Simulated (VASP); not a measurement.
# Sn4Se5 in VASP: notebook

The runs below take Sn4Se5 through single point, with PBEsol.

All numbers are computed with VASP 6.6.1; they aren't measurements. Logs are shortened: lines on timing, memory, paths and dates and some standing lists are left out, and cuts for length are marked.

### 1 The cell of the first run

The cell holds a slab with vacuum, 9 atoms: a = 4.204 Å, b = 4.204 Å, c = 20.731 Å, α = 90.00°, β = 90.00°, γ = 120.00°.

### 2 Single point, PBEsol

INCAR

```
SYSTEM = Sn4Se5
ALGO     = Normal         ! electronic algorithm
DIPOL    = 0.5 0.5 0.500
EDIFF    = 1E-6           ! SCF threshold, eV
ENCUT    = 520            ! plane-wave cutoff, eV
GGA      = PS             ! functional
IDIPOL   = 3            
ISIF     = 2              ! what is computed and relaxed
ISMEAR   = 0              ! smearing method
LASPH    = .True.         ! aspherical terms in the spheres
LCHARG   = .True.         ! write CHGCAR
LDIPOL   = .True.       
LELF     = .True.         ! ELF
LREAL    = .False.        ! projectors in reciprocal space
LVACPOTAV= .True.       
LVHAR    = .True.       
LWAVE    = .False.        ! write WAVECAR
NBANDS   = 53             ! bands
NELM     = 100            ! most SCF steps
PREC     = Accurate       ! precision mode
SIGMA    = 0.05           ! smearing width, eV
```

KPOINTS

```
k-points
0
Gamma
  9 9 1
  0 0 0
```

POSCAR

```
Sn4Se5
1.0
    4.2041099673      0.0000000000      0.0000000000
   -2.1020549836      3.6408660320      0.0000000000
    0.0000000000      0.0000000000     20.7305656565
Se Sn
5 4
Direct
    0.3333333333      0.6666666667      0.1688328268
    0.0000000000      0.0000000000      0.3344164134
    0.6666666667      0.3333333333      0.5000000000
    0.3333333333      0.6666666667      0.6655835866
    0.0000000000      0.0000000000      0.8311671732
    0.6666666667      0.3333333333      0.2516246201
    0.3333333333      0.6666666667      0.4172082067
    0.0000000000      0.0000000000      0.5827917933
    0.6666666667      0.3333333333      0.7483753799
```

Potentials or basis: VASP PAW PBE potentials, release 64 (Se, Sn_d).

The run is started by

```
cat potpaw_PBE.64/Se/POTCAR potpaw_PBE.64/Sn_d/POTCAR > POTCAR
mpirun -np 1 vasp_std > vasp.out
```

OUTCAR:

```text
SYSTEM = Sn4Se5
   EDIFF = 1E-6
   ENCUT = 520
   GGA = PS
   ISIF = 2
   ISMEAR = 0
   LASPH = .True.
   LREAL = .False.
   NELM = 100
   PREC = Accurate

 ion  position               nearest neighbor table
   1  0.333  0.667  0.169-   6 2.97   6 2.97   6 2.97
   2  0.000  0.000  0.334-   6 2.97   7 2.97   6 2.97   7 2.97   6 2.97   7 2.97
   3  0.667  0.333  0.500-   8 2.97   7 2.97   7 2.97   8 2.97   8 2.97   7 2.97
   4  0.333  0.667  0.666-   8 2.97   9 2.97   9 2.97   8 2.97   8 2.97   9 2.97
   5  0.000  0.000  0.831-   9 2.97   9 2.97   9 2.97
   6  0.667  0.333  0.252-   2 2.97   1 2.97   1 2.97   2 2.97   2 2.97   1 2.97
   7  0.333  0.667  0.417-   2 2.97   3 2.97   3 2.97   2 2.97   2 2.97   3 2.97
   8  0.000  0.000  0.583-   3 2.97   4 2.97   3 2.97   4 2.97   3 2.97   4 2.97
   9  0.667  0.333  0.748-   5 2.97   4 2.97   4 2.97   5 2.97   5 2.97   4 2.97

  LATTYP: Found a hexagonal cell.
 ALAT       =     4.2041099673
 C/A-ratio  =     4.9310236454

  Lattice vectors:

 A1 = (   4.2041099673,   0.0000000000,   0.0000000000)
 A2 = (  -2.1020549836,   3.6408660320,   0.0000000000)
 A3 = (   0.0000000000,   0.0000000000,  20.7305656565)

Analysis of symmetry for initial positions (statically):
=====================================================================
 Subroutine PRICEL returns:
 Original cell was already a primitive cell.

 Routine SETGRP: Setting up the symmetry group for a
 hexagonal supercell.

 Subroutine GETGRP returns: Found 12 space group operations
 (whereof  6 operations were pure point group operations)
 out of a pool of 24 trial point group operations.

The static configuration has the point symmetry C_3v.
 The point group associated with its full space group is D_3d.

Analysis of symmetry for dynamics (positions and initial velocities):
=====================================================================
 Subroutine PRICEL returns:
 Original cell was already a primitive cell.

 Routine SETGRP: Setting up the symmetry group for a
 hexagonal supercell.

 Subroutine GETGRP returns: Found 12 space group operations
 (whereof  6 operations were pure point group operations)
 out of a pool of 24 trial point group operations.

The dynamic configuration has the point symmetry C_3v.
 The point group associated with its full space group is D_3d.

 Subroutine INISYM returns: Found 12 space group operations
 (whereof  6 operations are pure point group operations),
 and found     1 'primitive' translations

----------------------------------------------------------------------------------------

                                     Primitive cell

  volume of cell :     317.3145

  direct lattice vectors                    reciprocal lattice vectors
     4.204109967  0.000000000  0.000000000     0.237862475  0.137329964  0.000000000
    -2.102054984  3.640866032  0.000000000     0.000000000  0.274659927  0.000000000
     0.000000000  0.000000000 20.730565657     0.000000000  0.000000000  0.048237951

  length of vectors
     4.204109967  4.204109967 20.730565657     0.274659927  0.274659927  0.048237951

  position of ions in fractional coordinates (direct lattice)
     0.333333333  0.666666667  0.168832827
     0.000000000  0.000000000  0.334416413
     0.666666667  0.333333333  0.500000000
     0.333333333  0.666666667  0.665583587
     0.000000000  0.000000000  0.831167173
     0.666666667  0.333333333  0.251624620
     0.333333333  0.666666667  0.417208207
     0.000000000  0.000000000  0.582791793
     0.666666667  0.333333333  0.748375380

  ion indices of the primitive-cell ions
   primitive index   ion index
                 1           1
                 2           2
                 3           3
                 4           4
                 5           5
                 6           6
                 7           7
                 8           8
                 9           9

----------------------------------------------------------------------------------------

 KPOINTS: k-points

Automatic generation of k-mesh.
 Grid dimensions read from file:
 generate k-points for:    9    9    1

 Generating k-lattice:

  Cartesian coordinates                     Fractional coordinates (reciprocal lattice)
     0.026429164  0.015258885  0.000000000     0.111111111 -0.000000000  0.000000000
     0.000000000  0.030517770  0.000000000     0.000000000  0.111111111  0.000000000
     0.000000000  0.000000000  0.048237951     0.000000000  0.000000000  1.000000000

  Length of vectors
     0.030517770  0.030517770  0.048237951

  Shift w.r.t. Gamma in fractional coordinates (k-lattice)
     0.000000000  0.000000000  0.000000000

 Subroutine IBZKPT returns following result:
 ===========================================

 Found     12 irreducible k-points:

 Following reciprocal coordinates:
            Coordinates               Weight
  0.000000  0.000000  0.000000      1.000000
  0.111111  0.000000  0.000000      6.000000
  0.222222  0.000000  0.000000      6.000000
  0.333333  0.000000  0.000000      6.000000
  0.444444  0.000000  0.000000      6.000000
  0.111111  0.111111  0.000000      6.000000
  0.222222  0.111111  0.000000     12.000000
  0.333333  0.111111  0.000000     12.000000
  0.444444  0.111111  0.000000      6.000000
  0.222222  0.222222  0.000000      6.000000
  0.333333  0.222222  0.000000     12.000000
  0.333333  0.333333  0.000000      2.000000
   k-points           NKPTS =     12   k-points in BZ     NKDIM =     12   number of bands    NBANDS=     53
   number of dos      NEDOS =    301   number of ions     NIONS =      9
   total plane-waves  NPLWV = 163840
   dimension x,y,z NGX =    32 NGY =   32 NGZ =  160
   dimension x,y,z NGXF=    64 NGYF=   64 NGZF=  320
   ions per type =               5   4
   NGX,Y,Z   is equivalent  to a cutoff of  12.65, 12.65, 12.83 a.u.
   NGXF,Y,Z  is equivalent  to a cutoff of  25.31, 25.31, 25.66 a.u.
 SYSTEM =  Sn4Se5
   PREC   = accura    normal or accurate (medium, high low for compatibility)
   ISTART =      0    job   : 0-new  1-cont  2-samecut
   ICHARG =      2    charge: 1-file 2-atom 10-const
   ISPIN  =      1    spin polarized calculation?
   LNONCOLLINEAR =      F non collinear calculations
   LSORBIT =      F    spin-orbit coupling
   LASPH  =      T    aspherical Exc in radial PAW
   ENCUT  =  520.0 eV  38.22 Ry    6.18 a.u.   7.82  7.82 38.55*2*pi/ulx,y,z
   NELM   =    100;   NELMIN=  2; NELMDL= -5     # of ELM steps
   EDIFF  = 0.1E-05   stopping-criterion for ELM
   LREAL  =      F    real-space projection
   EDIFFG = 0.1E-04   stopping-criterion for IOM
   NSW    =      0    number of steps for IOM
   IBRION =     -1    ionic relax: 0-MD 1-quasi-New 2-CG
   NFREE  =      0    steps in history (QN), initial steepest desc. (CG)
   ISIF   =      2    stress and relaxation
   ISYM   =      2    0-nonsym 1-usesym 2-fastsym
   POTIM  = 0.5000    time-step for ionic-motion
   TEBEG  =    0.0;   TEEND  =   0.0 temperature during run
   PSTRESS=    0.0 pullay stress
   NELECT =      86.0000    total number of electrons
   NUPDOWN=      -1.0000    fix difference up-down
   EMIN   =  10.00;   EMAX   =-10.00  energy-range for DOS
   EFERMI =   0.00;   METHOD = LEGACY
   ISMEAR =     0;   SIGMA  =   0.05  broadening in eV -4-tet -1-fermi 0-gaus
   EFERMI_NEDOS =   21; number of points for ismear=-14 and -15
   IALGO  =     38    algorithm
   IMIX   =      4    mixing-type and parameters
     AMIX     =   0.40;   BMIX     =  1.00
     AMIX_MAG =   1.60;   BMIX_MAG =  1.00
  volume/ion in A,a.u.               =      35.26       237.93
  Fermi-wavevector in a.u.,A,eV,Ry     =   1.059443  2.002057 15.271450  1.122420
  Thomas-Fermi vector in A             =   2.194789
   LORBIT       =      0    0 simple, 1 ext, 2 COOP (PROOUT), +10 PAW based schemes
   GGA     = PS    functional components
   LHFCALC =     F    Hartree Fock is set to
   AEXX    =    0.0000 exact exchange contribution
   IVDW    =     0    specifies the selected vdW correction
   LEPSILON=     F    determine dielectric tensor
   LRPA    =     F    only Hartree local field effects (RPA)
 non-spin polarized calculation
 Gauss-broadening in eV      SIGMA  =   0.05
  energy-cutoff  :      520.00
  volume of cell :      317.31
 maximum number of plane-waves:      8566
 NGX is ok and might be reduce to    32
   NGX = 15   NGY = 15   NGZ = 77

 dipolmoment           0.000000      0.000000     -0.000000 electrons x Angstroem

 number of electron      86.0000018 magnetization

 dipolmoment           0.000000      0.000000      0.000001 electrons x Angstroem

 Free energy of the ion-electron system (eV)
  ---------------------------------------------------
  ext. energy  EPLUGINS =         0.00000000
  ---------------------------------------------------
  free energy    TOTEN  =       -38.82388981 eV

  energy without entropy =      -38.81597659  energy(sigma->0) =      -38.81993320

 E-fermi :   2.3485     XC(G=0):  -7.9529

 val. band max:        2.3127961645   @ k =   0.3333   0.2222   0.0000
 cond. band min:       2.3519095119   @ k =   0.3333   0.3333   0.0000
 fundamental gap:      0.0391133474
 Fermi energy:         2.3484813910

 k-point     1 :       0.0000    0.0000    0.0000
  band No.  band energies     occupation
      1     -19.1311      2.00000
      2     -19.1311      2.00000
      3     -19.1267      2.00000
      4     -19.1267      2.00000
      5     -19.1139      2.00000
      6     -19.1139      2.00000
[... 45 lines left out ...]
     52       5.8508      0.00000
     53       5.8508      0.00000

 k-point     2 :       0.1111    0.0000    0.0000
  band No.  band energies     occupation
      1     -19.1327      2.00000
      2     -19.1292      2.00000
      3     -19.1275      2.00000
      4     -19.1249      2.00000
      5     -19.1156      2.00000
      6     -19.1143      2.00000
[... 45 lines left out ...]
     52       5.9659      0.00000
     53       5.9766      0.00000

 k-point     3 :       0.2222    0.0000    0.0000
  band No.  band energies     occupation
      1     -19.1375      2.00000
      2     -19.1301      2.00000
      3     -19.1249      2.00000
      4     -19.1207      2.00000
      5     -19.1188      2.00000
      6     -19.1144      2.00000
[... 45 lines left out ...]
     52       6.2412      0.00000
     53       6.2739      0.00000
[... 393 lines left out ...]
 k-point    11 :       0.3333    0.2222    0.0000
  band No.  band energies     occupation
      1     -19.1425      2.00000
      2     -19.1320      2.00000
      3     -19.1272      2.00000
      4     -19.1200      2.00000
      5     -19.1185      2.00000
      6     -19.1148      2.00000
[... 45 lines left out ...]
     52       6.7560      0.00000
     53       6.9523      0.00000

 k-point    12 :       0.3333    0.3333    0.0000
  band No.  band energies     occupation
      1     -19.1397      2.00000
      2     -19.1303      2.00000
      3     -19.1303      2.00000
      4     -19.1216      2.00000
      5     -19.1149      2.00000
      6     -19.1141      2.00000
[... 45 lines left out ...]
     52       6.7563      0.00000
     53       6.8559      0.00000

------------------------ aborting loop because EDIFF is reached ----------------------------------------

  FORCE on cell =-STRESS in cart. coord.  units (eV):
  Direction    XX          YY          ZZ          XY          YZ          ZX
  --------------------------------------------------------------------------------------
  -------------------------------------------------------------------------------------
  Total       -6.6255394     -6.6255394     -6.0568087     -0.0000000      0.0000000      0.0000000
  in kB      -33.4535263    -33.4535263    -30.5819039     -0.0000000      0.0000000      0.0000000
  external PRESSURE =     -32.4963188 kB  Pullay stress =       0.0000000 kB

 VOLUME and BASIS-vectors are now :
 -----------------------------------------------------------------------------
  energy-cutoff  :      520.00
  volume of cell :      317.31
      direct lattice vectors                 reciprocal lattice vectors
     4.204109967  0.000000000  0.000000000     0.237862475  0.137329964  0.000000000
    -2.102054984  3.640866032  0.000000000     0.000000000  0.274659927  0.000000000
     0.000000000  0.000000000 20.730565657     0.000000000  0.000000000  0.048237951

 POSITION                                       TOTAL-FORCE (eV/Angst)
 -----------------------------------------------------------------------------------
     -0.00000      2.42724      3.50000         0.000000     -0.000000      1.673284
      0.00000      0.00000      6.93264         0.000000     -0.000000      0.552202
      2.10205      1.21362     10.36528         0.000000      0.000000     -0.000000
     -0.00000      2.42724     13.79792        -0.000000      0.000000     -0.552202
      0.00000      0.00000     17.23057        -0.000000      0.000000     -1.673284
      2.10205      1.21362      5.21632        -0.000000      0.000000     -1.933277
     -0.00000      2.42724      8.64896        -0.000000      0.000000     -0.250602
      0.00000      0.00000     12.08160         0.000000     -0.000000      0.250602
      2.10205      1.21362     15.51424         0.000000      0.000000      1.933277
 -----------------------------------------------------------------------------------
    total drift:                               -0.000000      0.000000      0.000058

  FREE ENERGIE OF THE ION-ELECTRON SYSTEM (eV)
  ---------------------------------------------------
  free  energy   TOTEN  =       -38.8238898143 eV

  energy  without entropy=      -38.8159765915  energy(sigma->0) =      -38.81993320
```

Run time: 4.8 min. Hardware: 1 thread of Intel Xeon Platinum 8259CL at 2.50GHz (Skylake/Cascade Lake), shared host; peak memory 0.49 GiB.

What came out:

| Quantity | Value |
| --- | --- |
| Free energy | -38.8239 eV |
| Largest force | 1.933 eV/Å |
| Band gap on the k mesh | zero (band 43 reaches 2.39 eV, above the bottom of band 44 at 2.31 eV) |

Forces in eV/Å, atoms in the order of the input:
```
Se   0.000  0.000  1.673
Se   0.000  0.000  0.552
Se   0.000  0.000  0.000
Se   0.000  0.000 -0.552
Se   0.000  0.000 -1.673
Sn   0.000  0.000 -1.933
Sn   0.000  0.000 -0.251
Sn   0.000  0.000  0.251
Sn   0.000  0.000  1.933
```

Levels at points of the mesh, in eV from the Fermi level:
```tsv
k point	band 39	band 40	band 41	band 42	band 43	band 44	band 45	band 46	band 47	band 48
(0.00, 0.00, 0.00)	-0.53	-0.53	-0.53	-0.53	-0.27	0.62	0.87	1.58	1.58	1.74
```

Caveat: the PAW data sets were made with another functional, which shifts forces and pressure a little; spin-orbit coupling is left out, which moves the levels of the heavy elements.

### 3 Single point, PBEsol

This run uses another cell than the first one, of 48.86 Å³/atom, 1.386 times its volume.

INCAR

```
ALGO = Normal
DIPOL = 0.5 0.5 0.500
EDIFF = 1E-6
ENCUT = 520
GGA = PS
IDIPOL = 3
ISIF = 2
ISMEAR = 0
LASPH = True
LCHARG = False
LDIPOL = True
LREAL = False
LWAVE = False
NBANDS = 53
NELM = 80
PREC = Accurate
SIGMA = 0.05
```

KPOINTS

```
k-points
0
Gamma
  9 9 1
```

POSCAR

```
Sn4Se5
1.0
    4.2041099673      0.0000000000      0.0000000000
   -2.1020549836      3.6408660320      0.0000000000
    0.0000000000      0.0000000000     28.7305656565
Se Sn
5 4
Direct
    0.3333333333      0.6666666667      0.2610460264
    0.0000000000      0.0000000000      0.3805230132
    0.6666666667      0.3333333333      0.5000000000
    0.3333333333      0.6666666667      0.6194769868
    0.0000000000      0.0000000000      0.7389539736
    0.6666666667      0.3333333333      0.3207845198
    0.3333333333      0.6666666667      0.4402615066
    0.0000000000      0.0000000000      0.5597384934
    0.6666666667      0.3333333333      0.6792154802
```

Potentials or basis: VASP PAW PBE potentials, release 64 (Se, Sn_d).

The run is started by

```
cat potpaw_PBE.64/Se/POTCAR potpaw_PBE.64/Sn_d/POTCAR > POTCAR
mpirun -np 1 vasp_std > vasp.out
```

It took 9 min on 1 thread of Intel Xeon Platinum 8259CL at 2.50GHz (Skylake/Cascade Lake), shared host; peak memory 0.63 GiB.

The run converged. Its results:

```
Free energy            : -38.8234 eV
Largest force          : 1.932 eV/Å
Band gap on the k mesh : zero (band 43 reaches 0.10 eV, above the bottom of band 44 at 0.02 eV)
```

Forces on the atoms (eV/Å):
```
Se   0.000  0.000  1.674
Se   0.000  0.000  0.552
Se   0.000  0.000  0.000
Se   0.000  0.000 -0.552
Se   0.000  0.000 -1.674
Sn   0.000  0.000 -1.932
Sn   0.000  0.000 -0.251
Sn   0.000  0.000  0.251
Sn   0.000  0.000  1.932
```

Levels at points of the mesh, in eV from the Fermi level:
```
           k point  band 40  band 41  band 42  band 43  band 44  band 45  band 46  band 47
(0.00, 0.00, 0.00)    -0.53    -0.53    -0.53    -0.26     0.62     0.88     1.58     1.58
```

Caveat: the PAW data sets were made with another functional, which shifts forces and pressure a little; spin-orbit coupling is left out, which moves the levels of the heavy elements.

[end of part 1 of 2]
